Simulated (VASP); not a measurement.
Crystal: Si13Sn3.

```
Si Sn
1.0
    11.28613    0.00000    0.00000
     0.00000   11.28613    0.00000
     0.00000    0.00000   11.28613
Si Sn
52 12
Direct
  0.99800 0.99716 0.99928
  0.99994 0.99958 0.50210
  0.00425 0.50104 0.00257
  0.99888 0.49878 0.50101
  0.50233 0.00141 0.50087
  0.49962 0.49852 0.00171
  0.50159 0.50232 0.50153
  0.12744 0.12785 0.12568
  0.12336 0.12725 0.62764
  0.12742 0.62702 0.12494
  0.12697 0.62622 0.62470
  0.62652 0.12455 0.12633
  0.62623 0.12674 0.62721
  0.62409 0.62564 0.12443
  0.62391 0.62642 0.62700
  0.24553 0.25261 0.50162
  0.24674 0.74871 0.00129
  0.24926 0.75209 0.49949
  0.74792 0.25253 0.50245
  0.74871 0.75015 0.00032
  0.74778 0.75051 0.49793
  0.37670 0.37708 0.12380
  0.37372 0.37768 0.62535
  0.37553 0.87740 0.12815
  0.37388 0.87473 0.62595
  0.87955 0.37600 0.12534
  0.87447 0.37224 0.62407
  0.87375 0.87768 0.12274
  0.87473 0.87449 0.62807
  0.24954 0.00046 0.25025
  0.24941 0.00227 0.75084
  0.24766 0.50184 0.25021
  0.24687 0.50271 0.74901
  0.74932 0.99983 0.25242
  0.74772 0.00310 0.75137
  0.75115 0.49943 0.25188
  0.37491 0.12626 0.37732
  0.37573 0.12429 0.87398
  0.37590 0.62839 0.37604
  0.37396 0.62611 0.87825
  0.87682 0.12503 0.87561
  0.87275 0.62409 0.37444
  0.87354 0.62336 0.87327
  0.00224 0.24935 0.24952
  0.99909 0.25070 0.74922
  0.00032 0.75092 0.24945
  0.50074 0.25169 0.25029
  0.12537 0.37510 0.87684
  0.12880 0.87687 0.87697
  0.62386 0.37202 0.87790
  0.62532 0.87644 0.37521
  0.62703 0.87673 0.87700
  0.49999 0.99972 0.99879
  0.24928 0.24961 0.99957
  0.74909 0.24936 0.99862
  0.74886 0.49760 0.74681
  0.87238 0.12286 0.37312
  0.00100 0.74877 0.75058
  0.50101 0.24949 0.75027
  0.50267 0.74862 0.25467
  0.50352 0.75122 0.74787
  0.12558 0.37552 0.37530
  0.12797 0.87247 0.37273
  0.62631 0.37538 0.37779
```

```yaml
Program: VASP 6.6.1
Task: relaxation of volume and atoms at fixed shape
Functional: PBEsol
Potentials_or_basis: VASP PAW PBE potentials, release 64 (Si, Sn_d)
Cutoff: 600 eV
k_mesh: 1 × 1 × 1, shifted
Occupations: fermi-dirac, width 0.05 eV
Spin: no spin polarisation
```

At the start: pressure 1.3 GPa; volume 22.46 Å³/atom.

Where does the relaxation end?

Over 14 steps the energy falls by 82.8 meV/atom; space group P1 (No. 1, to 0.1 Å) before and after.

The path:
| step | energy change (eV) | largest force (eV/Å) | pressure (GPa) | volume (Å³) |
| --- | --- | --- | --- | --- |
| 1 | 0.0000 | 2.7770 | 1.34 | 1437.59 |
| 2 | -4.2754 | 0.8870 | -1.84 | 1477.03 |
| 3 | -4.3094 | 0.8441 | -2.09 | 1481.08 |
| 4 | -5.0379 | 0.4881 | 0.86 | 1423.18 |
| 5 | -5.0407 | 0.4961 | 0.67 | 1426.34 |
| 6 | -5.2136 | 0.2153 | 0.09 | 1435.91 |
| 7 | -5.2235 | 0.2416 | -0.07 | 1438.78 |
| 8 | -5.2688 | 0.1267 | -0.07 | 1438.52 |
| 9 | -5.2788 | 0.1405 | -0.06 | 1438.32 |
| 10 | -5.2898 | 0.0582 | 0.07 | 1435.94 |
| 11 | -5.2911 | 0.0635 | 0.14 | 1434.74 |
| 12 | -5.2949 | 0.0453 | -0.10 | 1438.92 |
| 13 | -5.2950 | 0.0429 | -0.07 | 1438.38 |
| 14 | -5.2975 | 0.0279 | -0.02 | 1437.46 |

Final structure:
```cif
data_structure
_symmetry_space_group_name_H-M 'P 1'
_symmetry_Int_Tables_number 1
_cell_length_a 11.2858
_cell_length_b 11.2858
_cell_length_c 11.2858
_cell_angle_alpha 90.000
_cell_angle_beta 90.000
_cell_angle_gamma 90.000
_cell_volume 1437.46
loop_
_atom_site_label
_atom_site_type_symbol
_atom_site_fract_x
_atom_site_fract_y
_atom_site_fract_z
_atom_site_occupancy
Si1 Si 0.00039 0.99642 0.00116 1
Si2 Si 0.00106 0.00169 0.51577 1
Si3 Si 0.00505 0.50304 0.00188 1
Si4 Si 0.99442 0.50561 0.50303 1
Si5 Si 0.50158 0.00216 0.49798 1
Si6 Si 0.49834 0.50370 0.00547 1
Si7 Si 0.48845 0.50648 0.50404 1
Si8 Si 0.11744 0.11911 0.12715 1
Si9 Si 0.12738 0.12556 0.63088 1
Si10 Si 0.12519 0.62638 0.12306 1
Si11 Si 0.13017 0.61953 0.62213 1
Si12 Si 0.62190 0.12283 0.14045 1
Si13 Si 0.63191 0.11697 0.62280 1
Si14 Si 0.63403 0.62191 0.11740 1
Si15 Si 0.62386 0.62868 0.60869 1
Si16 Si 0.25543 0.24279 0.50692 1
Si17 Si 0.24487 0.75029 0.00273 1
Si18 Si 0.25538 0.74240 0.50674 1
Si19 Si 0.75193 0.24856 0.51297 1
Si20 Si 0.75482 0.74939 0.00185 1
Si21 Si 0.75082 0.75466 0.49467 1
Si22 Si 0.38223 0.38321 0.13197 1
Si23 Si 0.36539 0.38311 0.62154 1
Si24 Si 0.36019 0.87341 0.12672 1
Si25 Si 0.36846 0.88309 0.61843 1
Si26 Si 0.88766 0.38551 0.12816 1
Si27 Si 0.88330 0.36798 0.62324 1
Si28 Si 0.87253 0.87209 0.12280 1
Si29 Si 0.86865 0.87866 0.62106 1
Si30 Si 0.25138 0.00757 0.24765 1
Si31 Si 0.24569 0.99822 0.74747 1
Si32 Si 0.25673 0.51038 0.24485 1
Si33 Si 0.24509 0.50016 0.75048 1
Si34 Si 0.74483 0.99058 0.24694 1
Si35 Si 0.75564 0.99893 0.74782 1
Si36 Si 0.76052 0.50749 0.24427 1
Si37 Si 0.37595 0.12520 0.37624 1
Si38 Si 0.36590 0.11725 0.86465 1
Si39 Si 0.36848 0.62118 0.38228 1
Si40 Si 0.36527 0.61946 0.88452 1
Si41 Si 0.88524 0.11807 0.86722 1
Si42 Si 0.87392 0.62942 0.37398 1
Si43 Si 0.87823 0.62552 0.89192 1
Si44 Si 0.00072 0.25010 0.23708 1
Si45 Si 0.00401 0.24945 0.74823 1
Si46 Si 0.99282 0.74340 0.24203 1
Si47 Si 0.49297 0.24643 0.25073 1
Si48 Si 0.11440 0.38429 0.86656 1
Si49 Si 0.13306 0.88214 0.88299 1
Si50 Si 0.61401 0.38179 0.88447 1
Si51 Si 0.62943 0.88100 0.38114 1
Si52 Si 0.64524 0.87393 0.87513 1
Sn1 Sn 0.50011 0.99616 0.99913 1
Sn2 Sn 0.24584 0.25475 0.99849 1
Sn3 Sn 0.75383 0.25012 0.00442 1
Sn4 Sn 0.75058 0.50162 0.75072 1
Sn5 Sn 0.87525 0.12363 0.37396 1
Sn6 Sn 0.00219 0.75228 0.75344 1
Sn7 Sn 0.49773 0.25084 0.74512 1
Sn8 Sn 0.50071 0.74807 0.25317 1
Sn9 Sn 0.49917 0.75239 0.75106 1
Sn10 Sn 0.12809 0.37496 0.37276 1
Sn11 Sn 0.12384 0.87171 0.37691 1
Sn12 Sn 0.62493 0.37832 0.37746 1
```

Caveat: the k points lie up to 0.56 Å⁻¹ apart in the final cell; the PAW data sets were made with another functional, which shifts forces and pressure a little.
